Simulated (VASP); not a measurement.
# LiSi16 (a cell with a defect) in VASP: notebook, part 2 of 2

VASP 6.6.1.

### 3 Single point, LDA, collinear spin

The input, INCAR:

```
SYSTEM = LiSi16
ALGO = Normal ; EDIFF = 1E-7
ENCUT = 520 ; ISIF = 2
ISMEAR = 0 ; ISPIN = 2
LASPH = .TRUE. ; LCHARG = .FALSE.
LORBIT = 11 ; LREAL = Auto
LWAVE = .FALSE. ; MAGMOM = 0 0 0 0 0 0 0 0 0 0 0 0 0 0 0 0 1
NBANDS = 52 ; NELM = 150
PREC = Accurate ; SIGMA = 0.02
```

The input, KPOINTS:

```
k-points
0
G
  2 2 2
  0 0 0
```

The input, POSCAR:

```
LiSi16
1.0
    0.0000000000      5.4300000000      5.4300000000
    5.4300000000      0.0000000000      5.4300000000
    5.4300000000      5.4300000000      0.0000000000
Si Li
16 1
Direct
    0.0008989652     -0.0030159483      0.0012456269
    0.1230446802      0.1267635560      0.1237381252
   -0.0087782499      0.0030479322      0.5029954296
    0.1231687561      0.1268785998      0.6268380260
    0.0008402680      0.5011946342      0.0011405754
    0.1249468384      0.6250656591      0.1250491613
    0.0008878796      0.5012884644      0.4969628544
    0.1230226104      0.6238401752      0.6267029092
    0.5022972289      0.0026887055     -0.0072610585
    0.6264835214      0.1267722498      0.1237457168
    0.5027909838      0.0030803333      0.5030288834
    0.6242608849      0.1259190739      0.6256713352
    0.4968351116      0.5012003449      0.0011458537
    0.6263418440      0.6237310160      0.1236061219
    0.5022274227      0.4930028665      0.5025652997
    0.6264641772      0.6238476733      0.6267116913
    0.3738765775      0.8763962641      0.3760259484
```

Potentials or basis: VASP PAW LDA potentials, release 64 (Si, Li_sv).

Run with:

```bash
cat potpaw_LDA.64/Si/POTCAR potpaw_LDA.64/Li_sv/POTCAR > POTCAR
mpirun -np 1 vasp_std > vasp.out
```

OUTCAR:

```text
SYSTEM = LiSi16
   EDIFF = 1E-7
   ENCUT = 520
   ISIF = 2
   ISMEAR = 0
   ISPIN = 2
   LASPH = .TRUE.
   LORBIT = 11
   LREAL = Auto
   NELM = 150
   PREC = Accurate

 ion  position               nearest neighbor table
   1  0.001  0.997  0.001-   6 2.33   4 2.35  10 2.35   2 2.35
   2  0.123  0.127  0.124-   1 2.35   5 2.35   9 2.38   3 2.38  17 2.73
   3  0.991  0.003  0.503-  12 2.30   8 2.38   2 2.38   4 2.38  17 2.40
   4  0.123  0.127  0.627-   1 2.35   7 2.35   3 2.38  11 2.38  17 2.72
   5  0.001  0.501  0.001-   6 2.33   2 2.35   8 2.35  14 2.35
   6  0.125  0.625  0.125-   5 2.33  13 2.33   7 2.33   1 2.33
   7  0.001  0.501  0.497-   6 2.33   4 2.35  16 2.35   8 2.35
   8  0.123  0.624  0.627-   7 2.35   5 2.35  15 2.38   3 2.38  17 2.73
   9  0.502  0.003  0.993-  12 2.30  14 2.38   2 2.38  10 2.38  17 2.40
  10  0.626  0.127  0.124-   1 2.35  13 2.35   9 2.38  11 2.38  17 2.73
  11  0.503  0.003  0.503-  12 2.30  16 2.38  10 2.38   4 2.38  17 2.40
  12  0.624  0.126  0.626-  11 2.30   3 2.30   9 2.30  15 2.30
  13  0.497  0.501  0.001-   6 2.33  10 2.35  16 2.35  14 2.35
  14  0.626  0.624  0.124-  13 2.35   5 2.35  15 2.38   9 2.38  17 2.74
  15  0.502  0.493  0.503-  12 2.30  14 2.38   8 2.38  16 2.38  17 2.40
  16  0.626  0.624  0.627-   7 2.35  13 2.35  15 2.38  11 2.38  17 2.73
  17  0.374  0.876  0.376-  11 2.40   3 2.40   9 2.40  15 2.40   4 2.72  10 2.73   2 2.73  16 2.73
[... 1006 lines left out ...]
  energy-cutoff  :      520.00
  volume of cell :      320.21
      direct lattice vectors                 reciprocal lattice vectors
     0.000000000  5.430000000  5.430000000    -0.092081031  0.092081031  0.092081031
     5.430000000  0.000000000  5.430000000     0.092081031 -0.092081031  0.092081031
     5.430000000  5.430000000  0.000000000     0.092081031  0.092081031 -0.092081031

 POSITION                                       TOTAL-FORCE (eV/Angst)
 -----------------------------------------------------------------------------------
      5.42039      0.01165      5.41850         0.002593     -0.002112      0.002054
      1.36022      1.34003      1.35646         0.001732      0.002565     -0.002097
      2.74782      8.11360      5.39888         0.005693      0.008966      0.011127
      4.09268      4.07254      1.35776        -0.011011      0.000179      0.000073
      2.72768      0.01076      2.72605        -0.000241     -0.001121     -0.000946
      4.07312      1.35748      4.07257         0.002591     -0.000138      0.000306
[... 9 lines left out ...]
      6.79054      6.80474      6.78919         0.002350     -0.001982      0.002712
      6.80065      4.07197      6.78898        -0.013889      0.000086     -0.001031
 -----------------------------------------------------------------------------------
    total drift:                               -0.007723      0.000915     -0.000994

  FREE ENERGIE OF THE ION-ELECTRON SYSTEM (eV)
  ---------------------------------------------------
  free  energy   TOTEN  =       -95.8777007655 eV

  energy  without entropy=      -95.8751861052  energy(sigma->0) =      -95.87644344

 total charge

# of ion       s       p       d       tot
------------------------------------------
    1        0.750   0.959   0.000   1.709
    2        0.744   0.954   0.000   1.698
    3        0.752   0.970   0.000   1.722
    4        0.744   0.954   0.000   1.698
    5        0.750   0.959   0.000   1.709
    6        0.741   0.973   0.000   1.714
[... 9 lines left out ...]
   16        0.744   0.954   0.000   1.698
   17        2.027   0.111   0.000   2.138
--------------------------------------------------
tot         13.979  15.508   0.000  29.488

 magnetization (x)

# of ion       s       p       d       tot
------------------------------------------
    1       -0.000   0.001   0.000   0.001
    2        0.002  -0.000   0.000   0.001
    3       -0.000   0.001   0.000   0.001
    4        0.002  -0.000   0.000   0.001
    5       -0.000   0.001   0.000   0.001
    6       -0.000  -0.000   0.000  -0.000
[... 9 lines left out ...]
   16        0.002  -0.000   0.000   0.001
   17       -0.000  -0.000   0.000  -0.000
--------------------------------------------------
tot          0.009   0.006   0.000   0.015
```

It took 3.4 min on 1 thread of Intel Xeon 6975P-C (Granite Rapids), shared host; peak memory 0.48 GiB.

Results:

| Item | Value |
| --- | --- |
| Free energy | -95.8777 eV |
| Largest force | 0.015 eV/Å |
| Net moment | 0.09 μB per cell |
| Valence electrons inside the program's atomic spheres | Si 1.71, 1.70, 1.72 (each value once); Li 2.14 |

Forces on the atoms (eV/Å):
```
Si   0.003 -0.002  0.002
Si   0.002  0.003 -0.002
Si   0.006  0.009  0.011
Si  -0.011  0.000  0.000
Si   0.000 -0.001 -0.001
Si   0.003  0.000  0.000
Si   0.002  0.002 -0.002
Si   0.002 -0.003  0.001
Si   0.007 -0.008  0.009
Si   0.002  0.003 -0.003
Si   0.004 -0.012 -0.009
Si  -0.007  0.000  0.000
Si   0.000  0.001  0.001
Si  -0.004  0.000  0.000
Si   0.004  0.010 -0.009
Si   0.002 -0.002  0.003
Li  -0.014  0.000 -0.001
```

Levels at points of the mesh, in eV from the Fermi level:
Spin up:
```tsv
k point	band 29	band 30	band 31	band 32	band 33	band 34	band 35	band 36	band 37	band 38
(0.00, 0.00, 0.00)	-1.69	-1.68	-0.57	-0.56	-0.56	-0.06	-0.06	-0.06	-0.01	-0.01
(0.50, 0.00, 0.00)	-2.68	-1.38	-1.38	-1.30	-1.30	0.52	0.71	0.71	0.89	0.89
(0.00, 0.50, 0.00)	-2.68	-1.38	-1.37	-1.30	-1.30	0.52	0.71	0.71	0.89	0.89
(0.00, 0.00, 0.50)	-2.68	-1.38	-1.37	-1.30	-1.30	0.52	0.71	0.71	0.89	0.89
(0.50, 0.50, 0.50)	-2.68	-1.38	-1.38	-1.30	-1.30	0.52	0.71	0.71	0.89	0.89
(0.50, 0.50, 0.00)	-2.48	-1.94	-1.94	-1.87	-1.84	0.39	0.46	1.51	1.64	1.64
(0.00, 0.50, 0.50)	-2.48	-1.94	-1.94	-1.87	-1.84	0.39	0.46	1.51	1.64	1.64
(0.50, 0.00, 0.50)	-2.48	-1.94	-1.94	-1.87	-1.84	0.39	0.46	1.51	1.64	1.64
```
Spin down:
| k point | band 30 | band 31 | band 32 | band 33 | band 34 | band 35 | band 36 | band 37 |
| --- | --- | --- | --- | --- | --- | --- | --- | --- |
| (0.00, 0.00, 0.00) | -1.68 | -0.56 | -0.56 | -0.56 | -0.05 | -0.05 | -0.05 | 0.01 |
| (0.50, 0.00, 0.00) | -1.37 | -1.37 | -1.29 | -1.29 | 0.52 | 0.72 | 0.72 | 0.90 |
| (0.00, 0.50, 0.00) | -1.37 | -1.37 | -1.30 | -1.30 | 0.53 | 0.72 | 0.72 | 0.90 |
| (0.00, 0.00, 0.50) | -1.37 | -1.37 | -1.30 | -1.29 | 0.52 | 0.72 | 0.72 | 0.90 |
| (0.50, 0.50, 0.50) | -1.37 | -1.37 | -1.29 | -1.29 | 0.52 | 0.72 | 0.72 | 0.90 |
| (0.50, 0.50, 0.00) | -1.94 | -1.94 | -1.86 | -1.83 | 0.40 | 0.47 | 1.52 | 1.65 |
| (0.00, 0.50, 0.50) | -1.94 | -1.94 | -1.86 | -1.83 | 0.40 | 0.47 | 1.52 | 1.65 |
| (0.50, 0.00, 0.50) | -1.94 | -1.94 | -1.86 | -1.83 | 0.40 | 0.47 | 1.52 | 1.65 |

Caveat: the k points lie up to 0.50 Å⁻¹ apart.
